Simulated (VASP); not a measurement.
# SiF (P-3m1) in VASP: single point with HSE06

Aim: the single point of SiF with HSE06.

Program: VASP 6.6.1. These are calculated values, not measurements. Logs are shortened: lines on timing, memory, paths and dates and some standing lists are left out, and cuts for length are marked.

## 1. The cell of the first run

The structure is trigonal, space group P-3m1 (No. 164). The conventional cell has a = 3.971 Å, b = 3.971 Å, c = 6.261 Å, α = 90.00°, β = 90.00°, γ = 120.00°. Si (site symmetry 3m) has 1 F at 1.63 Å within 2.2 Å. Within 2.2 Å of F (site symmetry 3m) lie 1 Si at 1.63 Å.

## 2. Single point, HSE06

The input, POSCAR:

```
SiF
1.0
    3.9708338427      0.0000000000      0.0000000000
   -1.9854169214      3.4388429819      0.0000000000
    0.0000000000      0.0000000000      6.2606157956
Si F
2 2
Direct
    0.6666666667      0.3333333333      0.9442615267
    0.3333333333      0.6666666667      0.0557384733
    0.6666666667      0.3333333333      0.6843038551
    0.3333333333      0.6666666667      0.3156961449
```

The input, INCAR.step1:

```
SYSTEM = SiF
ALGO = Normal
EDIFF = 1E-5
ENCUT = 520
GGA = PE
ISIF = 2
ISMEAR = 0
KPAR = 2
LASPH = .True.
LREAL = .False.
LWAVE = .True.
NBANDS = 19
NELM = 100
PREC = Accurate
SIGMA = 0.02
```

The input, INCAR.step2:

```
SYSTEM = SiF
ALGO = Normal
EDIFF = 1E-7
ENCUT = 520
GGA = PE
HFSCREEN = 0.2079
ISIF = 2
ISMEAR = 0
ISTART = 1
KPAR = 2
LASPH = .True.
LCHARG = .True.
LHFCALC = .True.
LREAL = .False.
LVHAR = .True.
LWAVE = .False.
NBANDS = 19
NELM = 100
PREC = Accurate
PRECFOCK = Normal
SIGMA = 0.02
```

The input, KPOINTS:

```
k-points
0
Gamma
  6 6 4
  0 0 0
```

Potentials or basis: VASP PAW PBE potentials, release 64 (Si, F).

Run with:

```
$ cat potpaw_PBE.64/Si/POTCAR potpaw_PBE.64/F/POTCAR > POTCAR
$ cp INCAR.step1 INCAR
$ mpirun -np 2 vasp_std > vasp.out
$ cp INCAR.step2 INCAR
$ mpirun -np 2 vasp_std > vasp.out
```

OUTCAR:

```text
SYSTEM = SiF
   EDIFF = 1E-7
   ENCUT = 520
   GGA = PE
   HFSCREEN = 0.2079
   ISIF = 2
   ISMEAR = 0
   ISTART = 1
   LASPH = .True.
   LHFCALC = .True.
   LREAL = .False.
   NELM = 100
   PREC = Accurate
   PRECFOCK = Normal

 ion  position               nearest neighbor table
   1  0.667  0.333  0.944-   3 1.63   2 2.40   2 2.40   2 2.40
   2  0.333  0.667  0.056-   4 1.63   1 2.40   1 2.40   1 2.40
   3  0.667  0.333  0.684-   1 1.63
   4  0.333  0.667  0.316-   2 1.63

  LATTYP: Found a hexagonal cell.
 ALAT       =     3.9708338427
 C/A-ratio  =     1.5766501555

  Lattice vectors:

 A1 = (   3.9708338427,   0.0000000000,   0.0000000000)
 A2 = (  -1.9854169214,   3.4388429819,   0.0000000000)
 A3 = (   0.0000000000,   0.0000000000,   6.2606157956)

Analysis of symmetry for initial positions (statically):
=====================================================================
 Subroutine PRICEL returns:
 Original cell was already a primitive cell.

 Routine SETGRP: Setting up the symmetry group for a
 hexagonal supercell.

 Subroutine GETGRP returns: Found 12 space group operations
 (whereof 12 operations were pure point group operations)
 out of a pool of 24 trial point group operations.

The static configuration has the point symmetry D_3d.

Analysis of symmetry for dynamics (positions and initial velocities):
=====================================================================
 Subroutine PRICEL returns:
 Original cell was already a primitive cell.

 Routine SETGRP: Setting up the symmetry group for a
 hexagonal supercell.

 Subroutine GETGRP returns: Found 12 space group operations
 (whereof 12 operations were pure point group operations)
 out of a pool of 24 trial point group operations.

The dynamic configuration has the point symmetry D_3d.

 Subroutine INISYM returns: Found 12 space group operations
 (whereof 12 operations are pure point group operations),
 and found     1 'primitive' translations

----------------------------------------------------------------------------------------

                                     Primitive cell

  volume of cell :      85.4892

[... 94 lines left out ...]
   NSW    =      0    number of steps for IOM
   IBRION =     -1    ionic relax: 0-MD 1-quasi-New 2-CG
   NFREE  =      0    steps in history (QN), initial steepest desc. (CG)
   ISIF   =      2    stress and relaxation
   ISYM   =      3    0-nonsym 1-usesym 2-fastsym
   POTIM  = 0.5000    time-step for ionic-motion
   TEBEG  =    0.0;   TEEND  =   0.0 temperature during run
   PSTRESS=    0.0 pullay stress
   NELECT =      22.0000    total number of electrons
   NUPDOWN=      -1.0000    fix difference up-down
   EMIN   =  10.00;   EMAX   =-10.00  energy-range for DOS
   EFERMI =   0.00;   METHOD = LEGACY
   ISMEAR =     0;   SIGMA  =   0.02  broadening in eV -4-tet -1-fermi 0-gaus
   EFERMI_NEDOS =   21; number of points for ismear=-14 and -15
   IALGO  =     38    algorithm
   IMIX   =      1    mixing-type and parameters
     AMIX     =   0.40;   BMIX     =  1.00
     AMIX_MAG =   1.60;   BMIX_MAG =  1.00
  volume/ion in A,a.u.               =      21.37       144.23
  Fermi-wavevector in a.u.,A,eV,Ry     =   1.041307  1.967784 14.753066  1.084320
  Thomas-Fermi vector in A             =   2.175922
   LORBIT       =      0    0 simple, 1 ext, 2 COOP (PROOUT), +10 PAW based schemes
   GGA     = PE    functional components
   LHFCALC =     T    Hartree Fock is set to
   PRECFOCK=normal    Normal, Fast or Accurate (Low or Medium for compatibility)
   ENCUT4O =  -1.0   cutoff for four orbital integrals eV
   NKREDX  =     1    reduce k-point grid by
   NKREDY  =     1    reduce k-point grid by
   NKREDZ  =     1    reduce k-point grid by
   AEXX    =    0.2500 exact exchange contribution
   HFSCREEN=    0.2079 screening length (either q_TF or 0.3 A-1)
   HFSCREENC=   0.2079 screening length for correlation (either q_TF or 0.3 A-1)
   ENCUTFOCK=  -1.0 apply spherical cutoff to Coloumb kernel
   IVDW    =     0    specifies the selected vdW correction
   LEPSILON=     F    determine dielectric tensor
   LRPA    =     F    only Hartree local field effects (RPA)
 non-spin polarized calculation
 Gauss-broadening in eV      SIGMA  =   0.02
  energy-cutoff  :      520.00
  volume of cell :       85.49
 maximum number of plane-waves:      2352
 NGX is ok and might be reduce to    30
  NGX = 24; NGY = 24; NGZ = 36

 number of electron      22.0000000 magnetization

 Free energy of the ion-electron system (eV)
  ---------------------------------------------------
  ext. energy  EPLUGINS =         0.00000000
  ---------------------------------------------------
  free energy    TOTEN  =       -26.05237112 eV

  energy without entropy =      -26.05237112  energy(sigma->0) =      -26.05237112

 E-fermi :   0.4972     XC(G=0):  -6.2343

 val. band max:        0.3467202089   @ k =   0.0000   0.0000   0.5000
 cond. band min:       1.8095626872   @ k =   0.0000   0.0000   0.5000
 fundamental gap:      1.4628424783
 Fermi energy:         0.4972154329

 k-point     1 :       0.0000    0.0000    0.0000
  band No.  band energies     occupation
      1     -26.6779      2.00000
      2     -26.6023      2.00000
      3     -10.9626      2.00000
      4      -7.7392      2.00000
      5      -6.4017      2.00000
      6      -5.9013      2.00000
[... 505 lines left out ...]
      6      -6.3032      2.00000
[... 11 lines left out ...]
     18      11.3131      0.00000
     19      13.0448      0.00000

------------------------ aborting loop because EDIFF is reached ----------------------------------------

  FORCE on cell =-STRESS in cart. coord.  units (eV):
  Direction    XX          YY          ZZ          XY          YZ          ZX
  --------------------------------------------------------------------------------------
  -------------------------------------------------------------------------------------
  Total       -0.6366769     -0.6366769     -1.6440507      0.0000000      0.0000000     -0.0000000
  in kB      -11.9321466    -11.9321466    -30.8116293      0.0000000      0.0000000     -0.0000000
  external PRESSURE =     -18.2253075 kB  Pullay stress =       0.0000000 kB

 VOLUME and BASIS-vectors are now :
 -----------------------------------------------------------------------------
  energy-cutoff  :      520.00
  volume of cell :       85.49
      direct lattice vectors                 reciprocal lattice vectors
     3.970833843  0.000000000  0.000000000     0.251836274  0.145397741  0.000000000
    -1.985416921  3.438842982  0.000000000     0.000000000  0.290795481  0.000000000
     0.000000000  0.000000000  6.260615796     0.000000000  0.000000000  0.159728696

 POSITION                                       TOTAL-FORCE (eV/Angst)
 -----------------------------------------------------------------------------------
      1.98542      1.14628      5.91166        -0.000000     -0.000000     -0.298116
     -0.00000      2.29256      0.34896        -0.000000      0.000000      0.298116
      1.98542      1.14628      4.28416         0.000000     -0.000000      0.442758
     -0.00000      2.29256      1.97645        -0.000000      0.000000     -0.442758
 -----------------------------------------------------------------------------------
    total drift:                                0.000000      0.000000      0.000000

  FREE ENERGIE OF THE ION-ELECTRON SYSTEM (eV)
  ---------------------------------------------------
  free  energy   TOTEN  =       -26.0523711190 eV

  energy  without entropy=      -26.0523711190  energy(sigma->0) =      -26.05237112
```

OSZICAR.step1:

```text
N       E                     dE             d eps       ncg     rms          rms(c)
DAV:   1     0.112188711012E+03    0.11219E+03   -0.10533E+04   912   0.993E+02
DAV:   2    -0.143973769485E+02   -0.12659E+03   -0.12343E+03  1135   0.223E+02
DAV:   3    -0.223959985238E+02   -0.79986E+01   -0.79615E+01  1087   0.588E+01
DAV:   4    -0.224619848053E+02   -0.65986E-01   -0.65962E-01  1115   0.608E+00
DAV:   5    -0.224625896012E+02   -0.60480E-03   -0.60478E-03  1094   0.575E-01    0.951E+00
DAV:   6    -0.212346260622E+02    0.12280E+01   -0.41755E+00  1005   0.183E+01    0.560E+00
DAV:   7    -0.212228262828E+02    0.11800E-01   -0.30093E-01   957   0.352E+00    0.233E+00
DAV:   8    -0.212107319463E+02    0.12094E-01   -0.33833E-02  1042   0.165E+00    0.757E-01
DAV:   9    -0.212126140246E+02   -0.18821E-02   -0.96364E-03   965   0.697E-01    0.135E-01
DAV:  10    -0.212136304576E+02   -0.10164E-02   -0.11501E-03  1038   0.203E-01    0.778E-02
DAV:  11    -0.212137261617E+02   -0.95704E-04   -0.17082E-04  1091   0.108E-01    0.105E-02
DAV:  12    -0.212137270918E+02   -0.93017E-06   -0.95595E-06   815   0.253E-02
   1 F= -.21213727E+02 E0= -.21213727E+02  d E =-.499054E-28
```

It took 50 min on 2 MPI ranks of Intel Xeon Platinum 8259CL at 2.50GHz (Skylake/Cascade Lake), shared host; peak memory 0.33 GiB.

Results:

| Property | Result |
| --- | --- |
| Free energy | -26.0524 eV |
| Pressure | -1.8 GPa |
| Largest force | 0.443 eV/Å |
| Band gap on the k mesh | 1.46 eV |

Forces on the atoms (eV/Å):
```
Si   0.000  0.000 -0.298
Si   0.000  0.000  0.298
F    0.000  0.000  0.443
F    0.000  0.000 -0.443
```

Caveat: the PAW data sets were made with another functional, which shifts forces and pressure a little.
